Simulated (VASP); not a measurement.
# YN (e600) (I4/mmm) in VASP: notebook

Runs on YN (e600). Level: PBEsol. Tasks: single point.

Program: VASP 6.6.1. These are calculated values, not measurements. Logs are shortened: lines on timing, memory, paths and dates and some standing lists are left out, and cuts for length are marked.

**1. The cell of the first run**

It takes space group I4/mmm (No. 139, tetragonal). The conventional cell has a = 3.421 Å, b = 3.421 Å, c = 4.930 Å, α = 90.00°, β = 90.00°, γ = 90.00°. Within 3.2 Å of Y (site symmetry 4/mmm) lie 6 N at 2.42 to 2.46 Å. Within 3.2 Å of N (site symmetry 4/mmm) lie 6 Y at 2.42 to 2.46 Å.

**2. Single point, PBEsol (strained cell)**

The input, INCAR:

```
SYSTEM = YN
PREC     = Accurate       ! precision mode
ENCUT    = 600            ! plane-wave cutoff, eV
EDIFF    = 1E-6           ! SCF threshold, eV
ISMEAR   = 0              ! smearing method
SIGMA    = 0.01           ! smearing width, eV
LREAL    = .FALSE.        ! projectors in reciprocal space
LASPH    = .TRUE.         ! aspherical terms in the spheres
NELM     = 120            ! most SCF steps
ALGO     = Normal         ! electronic algorithm
ISIF     = 2              ! what is computed and relaxed
LWAVE    = .FALSE.        ! write WAVECAR
LCHARG   = .FALSE.        ! write CHGCAR
GGA      = PS             ! functional
NBANDS   = 15             ! bands
GGA_COMPAT= .FALSE.
```

The input, KPOINTS:

```
regular mesh
0
G
  10 10 10
  0 0 0
```

The input, POSCAR:

```
YN
1.0
    0.0000000000      2.4192292099      2.4647604999
    2.4192292099      0.0000000000      2.4647604999
    2.4192292099      2.4192292099      0.0000000000
Y N
1 1
Direct
    0.0000000000      0.0000000000      0.0000000000
    0.5000000000      0.5000000000      0.5000000000
```

Potentials or basis: VASP PAW PBE potentials, release 64 (Y_sv, N).

Command:

```sh
> cat potpaw_PBE.64/Y_sv/POTCAR potpaw_PBE.64/N/POTCAR > POTCAR
> mpirun -np 1 vasp_std > vasp.out
```

OUTCAR:

```text
SYSTEM = YN
   PREC = Accurate
   ENCUT = 600
   EDIFF = 1E-6
   ISMEAR = 0
   LREAL = .FALSE.
   LASPH = .TRUE.
   NELM = 120
   ISIF = 2
   GGA = PS

 ion  position               nearest neighbor table
   1  0.000  0.000  0.000-   2 2.42   2 2.42   2 2.42   2 2.42   2 2.46   2 2.46
   2  0.500  0.500  0.500-   1 2.42   1 2.42   1 2.42   1 2.42   1 2.46   1 2.46

  LATTYP: Found a body centered tetragonal cell.
 ALAT       =     3.4213067591
 C/A-ratio  =     1.4408298778

  Lattice vectors:

 A1 = (  -2.4192292099,   0.0000000000,   2.4647604999)
 A2 = (   2.4192292099,   0.0000000000,   2.4647604999)
 A3 = (   0.0000000000,   2.4192292099,  -2.4647604999)

Analysis of symmetry for initial positions (statically):
=====================================================================
 Subroutine PRICEL returns:
 Original cell was already a primitive cell.

 Routine SETGRP: Setting up the symmetry group for a
 body centered tetragonal supercell.

 Subroutine GETGRP returns: Found 16 space group operations
 (whereof 16 operations were pure point group operations)
 out of a pool of 16 trial point group operations.

The static configuration has the point symmetry D_4h.

Analysis of symmetry for dynamics (positions and initial velocities):
=====================================================================
 Subroutine PRICEL returns:
 Original cell was already a primitive cell.

 Routine SETGRP: Setting up the symmetry group for a
 body centered tetragonal supercell.

 Subroutine GETGRP returns: Found 16 space group operations
 (whereof 16 operations were pure point group operations)
 out of a pool of 16 trial point group operations.

The dynamic configuration has the point symmetry D_4h.

 Subroutine INISYM returns: Found 16 space group operations
 (whereof 16 operations are pure point group operations),
 and found     1 'primitive' translations

----------------------------------------------------------------------------------------

                                     Primitive cell

  volume of cell :      28.8509

  direct lattice vectors                    reciprocal lattice vectors
     0.000000000  2.419229210  2.464760500    -0.206677399  0.206677399  0.202859466
     2.419229210  0.000000000  2.464760500     0.206677399 -0.206677399  0.202859466
     2.419229210  2.419229210  0.000000000     0.206677399  0.206677399 -0.202859466

  length of vectors
     3.453652312  3.453652312  3.421306759     0.355785128  0.355785128  0.355785128

  position of ions in fractional coordinates (direct lattice)
     0.000000000  0.000000000  0.000000000
     0.500000000  0.500000000  0.500000000

  ion indices of the primitive-cell ions
   primitive index   ion index
[... 88 lines left out ...]
   EFERMI =   0.00;   METHOD = LEGACY
   ISMEAR =     0;   SIGMA  =   0.01  broadening in eV -4-tet -1-fermi 0-gaus
   EFERMI_NEDOS =   21; number of points for ismear=-14 and -15
   IALGO  =     38    algorithm
   IMIX   =      4    mixing-type and parameters
     AMIX     =   0.40;   BMIX     =  1.00
     AMIX_MAG =   1.60;   BMIX_MAG =  1.00
  volume/ion in A,a.u.               =      14.43        97.35
  Fermi-wavevector in a.u.,A,eV,Ry     =   1.345019  2.541718 24.613992  1.809077
  Thomas-Fermi vector in A             =   2.472966
   LORBIT       =      0    0 simple, 1 ext, 2 COOP (PROOUT), +10 PAW based schemes
   GGA     = PS    functional components
   LHFCALC =     F    Hartree Fock is set to
   AEXX    =    0.0000 exact exchange contribution
   IVDW    =     0    specifies the selected vdW correction
   LEPSILON=     F    determine dielectric tensor
   LRPA    =     F    only Hartree local field effects (RPA)
 non-spin polarized calculation
 Gauss-broadening in eV      SIGMA  =   0.01
  energy-cutoff  :      600.00
  volume of cell :       28.85
 maximum number of plane-waves:       983
   NGX = 13   NGY = 13   NGZ = 13

 number of electron      16.0000001 magnetization

 Free energy of the ion-electron system (eV)
  ---------------------------------------------------
  ext. energy  EPLUGINS =         0.00000000
  ---------------------------------------------------
  free energy    TOTEN  =       -19.12624096 eV

  energy without entropy =      -19.12624057  energy(sigma->0) =      -19.12624076

 E-fermi :   4.1311     XC(G=0): -11.5060

 val. band max:        4.1109503212   @ k =   0.0000   0.0000   0.0000
 cond. band min:       4.1513013157   @ k =   0.5000   0.0000   0.5000
 fundamental gap:      0.0403509945
 Fermi energy:         4.1311257267

 k-point     1 :       0.0000    0.0000    0.0000
  band No.  band energies     occupation
      1     -36.5562      2.00000
      2     -16.2234      2.00000
      3     -16.2090      2.00000
      4     -16.2090      2.00000
      5      -8.8173      2.00000
      6       4.0269      2.00000
      7       4.1109      1.99567
      8       4.1110      1.99567
      9       7.0824      0.00000
     10       7.2522      0.00000
     11       7.2522      0.00000
     12       8.1855      0.00000
     13       9.2014      0.00000
     14       9.3529      0.00000
[... 401 lines left out ...]
      2     -17.0135      2.00000
      3     -16.5017      2.00000
      4     -16.4576      2.00000
      5      -8.0507      2.00000
      6       1.6322      2.00000
      7       3.1426      2.00000
      8       3.4334      2.00000
      9       5.1897      0.00000
     10      10.8960      0.00000
     11      11.0115      0.00000
     12      11.2980      0.00000
     13      11.2996      0.00000
     14      14.3768      0.00000
     15      17.6161      0.00000

 [... further k-points ...]

------------------------ aborting loop because EDIFF is reached ----------------------------------------

  FORCE on cell =-STRESS in cart. coord.  units (eV):
  Direction    XX          YY          ZZ          XY          YZ          ZX
  --------------------------------------------------------------------------------------
  -------------------------------------------------------------------------------------
  Total        0.0343246      0.0343246     -0.7957695      0.0000000      0.0000000     -0.0000000
  in kB        1.9061536      1.9061536    -44.1915360      0.0000000      0.0000000     -0.0000000
  external PRESSURE =     -13.4597429 kB  Pullay stress =       0.0000000 kB

 VOLUME and BASIS-vectors are now :
 -----------------------------------------------------------------------------
  energy-cutoff  :      600.00
  volume of cell :       28.85
      direct lattice vectors                 reciprocal lattice vectors
     0.000000000  2.419229210  2.464760500    -0.206677399  0.206677399  0.202859466
     2.419229210  0.000000000  2.464760500     0.206677399 -0.206677399  0.202859466
     2.419229210  2.419229210  0.000000000     0.206677399  0.206677399 -0.202859466

 POSITION                                       TOTAL-FORCE (eV/Angst)
 -----------------------------------------------------------------------------------
      0.00000      0.00000      0.00000         0.000000     -0.000000      0.000000
      2.41923      2.41923      2.46476        -0.000000      0.000000     -0.000000
 -----------------------------------------------------------------------------------
    total drift:                                0.000000      0.000000      0.000000

  FREE ENERGIE OF THE ION-ELECTRON SYSTEM (eV)
  ---------------------------------------------------
  free  energy   TOTEN  =       -19.1262409575 eV

  energy  without entropy=      -19.1262405723  energy(sigma->0) =      -19.12624076
```

It took 69 s on 1 thread of AMD EPYC 7R13, shared host; peak memory 0.19 GiB.

Results:

```
Free energy            : -19.1262 eV
Pressure               : -1.3 GPa
Band gap on the k mesh : 0.04 eV, indirect (least direct gap 0.42 eV)
```

Caveat: the cell differs from its parent crystal (strained cell); the PAW data sets were made with another functional, which shifts forces and pressure a little. A k mesh can miss the band edges.

**3. Single point, PBEsol (strained cell)**

The input, INCAR:

```
SYSTEM = YN
PREC = Accurate ; ENCUT = 600
EDIFF = 1E-6 ; ISMEAR = 0
SIGMA = 0.01 ; LREAL = .False.
LASPH = .True. ; NELM = 120
ALGO = Normal ; ISIF = 2
LWAVE = .False. ; LCHARG = .False.
GGA = PS ; NBANDS = 15
GGA_COMPAT = .False.
```

The input, KPOINTS:

```
Automatic mesh
0
Gamma
  10 10 10
  0 0 0
```

The input, POSCAR:

```
YN
1.0
    0.0000000000      2.4215606562      2.4647604999
    2.4215606562      0.0000000000      2.4647604999
    2.4215606562      2.4215606562      0.0000000000
Y N
1 1
Direct
    0.0000000000      0.0000000000      0.0000000000
    0.5000000000      0.5000000000      0.5000000000
```

Potentials or basis: VASP PAW PBE potentials, release 64 (Y_sv, N).

Command:

```sh
> cat potpaw_PBE.64/Y_sv/POTCAR potpaw_PBE.64/N/POTCAR > POTCAR
> mpirun -np 1 vasp_std > vasp.out
```

OUTCAR:

```text
SYSTEM = YN
   PREC = Accurate
   ENCUT = 600
   EDIFF = 1E-6
   ISMEAR = 0
   LREAL = .False.
   LASPH = .True.
   NELM = 120
   ISIF = 2
   GGA = PS

 ion  position               nearest neighbor table
   1  0.000  0.000  0.000-   2 2.42   2 2.42   2 2.42   2 2.42   2 2.46   2 2.46
   2  0.500  0.500  0.500-   1 2.42   1 2.42   1 2.42   1 2.42   1 2.46   1 2.46

  LATTYP: Found a body centered tetragonal cell.
 ALAT       =     3.4246039221
 C/A-ratio  =     1.4394426660

  Lattice vectors:

 A1 = (  -2.4215606562,   0.0000000000,   2.4647604999)
 A2 = (   2.4215606562,   0.0000000000,   2.4647604999)
 A3 = (   0.0000000000,   2.4215606562,  -2.4647604999)

Analysis of symmetry for initial positions (statically):
=====================================================================
 Subroutine PRICEL returns:
 Original cell was already a primitive cell.

 Routine SETGRP: Setting up the symmetry group for a
 body centered tetragonal supercell.

 Subroutine GETGRP returns: Found 16 space group operations
 (whereof 16 operations were pure point group operations)
 out of a pool of 16 trial point group operations.

The static configuration has the point symmetry D_4h.

Analysis of symmetry for dynamics (positions and initial velocities):
[... 177 lines left out ...]
     10       7.2345      0.00000
     11       7.2345      0.00000
     12       8.1653      0.00000
     13       9.1787      0.00000
     14       9.3271      0.00000
[... 401 lines left out ...]
      2     -17.0300      2.00000
      3     -16.5220      2.00000
      4     -16.4786      2.00000
      5      -8.0576      2.00000
      6       1.6226      2.00000
      7       3.1293      2.00000
      8       3.4190      2.00000
      9       5.1775      0.00000
     10      10.8627      0.00000
     11      10.9850      0.00000
     12      11.2738      0.00000
     13      11.2773      0.00000
     14      14.3561      0.00000
     15      17.5845      0.00000

 [... further k-points ...]

------------------------ aborting loop because EDIFF is reached ----------------------------------------

  FORCE on cell =-STRESS in cart. coord.  units (eV):
  Direction    XX          YY          ZZ          XY          YZ          ZX
  --------------------------------------------------------------------------------------
  -------------------------------------------------------------------------------------
  Total       -0.0418920     -0.0418920     -0.8235760      0.0000000     -0.0000000      0.0000000
  in kB       -2.3219160     -2.3219160    -45.6476943      0.0000000     -0.0000000      0.0000000
  external PRESSURE =     -16.7638421 kB  Pullay stress =       0.0000000 kB

 VOLUME and BASIS-vectors are now :
 -----------------------------------------------------------------------------
  energy-cutoff  :      600.00
  volume of cell :       28.91
      direct lattice vectors                 reciprocal lattice vectors
     0.000000000  2.421560656  2.464760500    -0.206478412  0.206478412  0.202859466
     2.421560656  0.000000000  2.464760500     0.206478412 -0.206478412  0.202859466
     2.421560656  2.421560656  0.000000000     0.206478412  0.206478412 -0.202859466

 POSITION                                       TOTAL-FORCE (eV/Angst)
 -----------------------------------------------------------------------------------
      0.00000      0.00000      0.00000         0.000000     -0.000000     -0.000000
      2.42156      2.42156      2.46476        -0.000000      0.000000      0.000000
 -----------------------------------------------------------------------------------
    total drift:                                0.000000      0.000000      0.000000

  FREE ENERGIE OF THE ION-ELECTRON SYSTEM (eV)
  ---------------------------------------------------
  free  energy   TOTEN  =       -19.1262902663 eV

  energy  without entropy=      -19.1262901604  energy(sigma->0) =      -19.12629021
```

Run time: 72 s. Hardware: 1 thread of AMD EPYC 7R13, shared host; peak memory 0.19 GiB.

What came out:

* Free energy: -19.1263 eV
* Pressure: -1.7 GPa
* Band gap on the k mesh: 0.05 eV, indirect (least direct gap 0.43 eV)

Caveat: the cell differs from its parent crystal (strained cell); the PAW data sets were made with another functional, which shifts forces and pressure a little. A k mesh can miss the band edges.

**4. Single point, PBEsol**

The input, INCAR:

```
PREC = Accurate
ENCUT = 600
EDIFF = 1E-6
ISMEAR = 0
SIGMA = 0.01
LREAL = False
LASPH = True
NELM = 120
ALGO = Normal
ISIF = 2
LWAVE = False
LCHARG = True
GGA = PS
LELF = True
LVHAR = True
NBANDS = 15
GGA_COMPAT = False
```

The input, KPOINTS:

```
Automatic mesh
0
Gamma
  10 10 10
```

POSCAR is that of step 3.

Command:

```sh
> cat potpaw_PBE.64/Y_sv/POTCAR potpaw_PBE.64/N/POTCAR > POTCAR
> mpirun -np 1 vasp_std > vasp.out
```

Wall time 72 s (1 thread of AMD EPYC 7R13, shared host); peak memory 0.19 GiB.

Results (log left out):

```yaml
Free_energy: -19.1263 eV
Pressure: -1.7 GPa
Band_gap_on_the_k_mesh: 0.05 eV, indirect (least direct gap 0.43 eV)
```

Stress tensor (GPa, compression positive):
```
-0.23  0.00  0.00
 0.00 -0.23  0.00
 0.00  0.00 -4.56
```

Levels at points of the mesh, in eV from the valence-band top:
| k point | band 6 | band 7 | band 8 | band 9 | band 10 | band 11 |
| --- | --- | --- | --- | --- | --- | --- |
| (0.00, 0.00, 0.00) | -0.08 | 0.00 | 0.00 | 2.98 | 3.14 | 3.14 |
| (0.50, 0.00, 0.00) | -4.20 | -2.33 | -2.32 | 5.71 | 6.37 | 6.46 |
| (0.50, 0.50, 0.00) | -1.62 | -0.37 | -0.37 | 0.09 | 6.90 | 7.29 |
| (0.50, 0.00, 0.50) | -1.46 | -0.47 | -0.38 | 0.05 | 6.84 | 7.39 |

Caveat: the PAW data sets were made with another functional, which shifts forces and pressure a little. A k mesh can miss the band edges.

(Continued in part 2 of 2.)
